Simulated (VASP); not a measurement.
Wanted: the native input for a VASP 6.6.1 run.

```yaml
Task: single point
Functional: LDA
Potentials_or_basis: VASP PAW LDA potentials, release 64 (Sr_sv, O)
Cutoff: 520 eV
k_mesh: 9 × 9 × 8
Occupations: gaussian, width 0.05 eV
Spin: no spin polarisation
Dipole_correction: no
Further_INCAR_settings: ALGO = Normal; EDIFF = 1e-06; NBANDS = 24
```

The structure of SrO lies in POSCAR:

```
SrO
1.0
    0.0000000000     -2.5321850030     -2.5321850030
   -2.5321850030      0.0000000000     -2.5321850030
    2.5321850030      2.5321850030     -5.0643700061
Sr O
2 2
Direct
    0.0016350892     -0.0049052676      0.0016350892
    0.5016350892      0.4950947324      0.5016350892
    0.7013178867      0.8280849983      0.7410441436
    0.2807726794      0.2256433035      0.2410464225
```

This cell differs from its parent crystal: mode 6 frozen in at -0.091 Å and mode 10 at -0.167 Å (largest displacements).

These files were run (other wordings do the same):

INCAR

```
SYSTEM = SrO
PREC = Accurate
ENCUT = 520
EDIFF = 1E-6
ISMEAR = 0
SIGMA = 0.05
LREAL = .FALSE.
LASPH = .TRUE.
NELM = 100
ALGO = Normal
ISIF = 2
LWAVE = .FALSE.
LCHARG = .FALSE.
NBANDS = 24
```

KPOINTS

```
Automatic mesh
0
G
  9 9 8
  0 0 0
```

Potentials or basis: VASP PAW LDA potentials, release 64 (Sr_sv, O).

Command:

```console
$ cat potpaw_LDA.64/Sr_sv/POTCAR potpaw_LDA.64/O/POTCAR > POTCAR
$ mpirun -np 1 vasp_std > vasp.out
```

Results of the run:

The pressure is 2.4 GPa and the largest force is 1.244 eV/Å. The band gap on the k mesh is 3.10 eV, indirect (least direct gap 3.18 eV).

Caveat: the cell differs from its parent crystal (mode 6 frozen in at -0.091 Å and mode 10 at -0.167 Å (largest displacements)); forces of over 1 eV/Å act on the atoms, so gaps and moduli don't describe the material at rest.

It took 4.7 min on 1 thread of Intel(R) Xeon(R) 6975P-C (Granite Rapids), with other jobs on the host, peak memory 0.49 GiB.
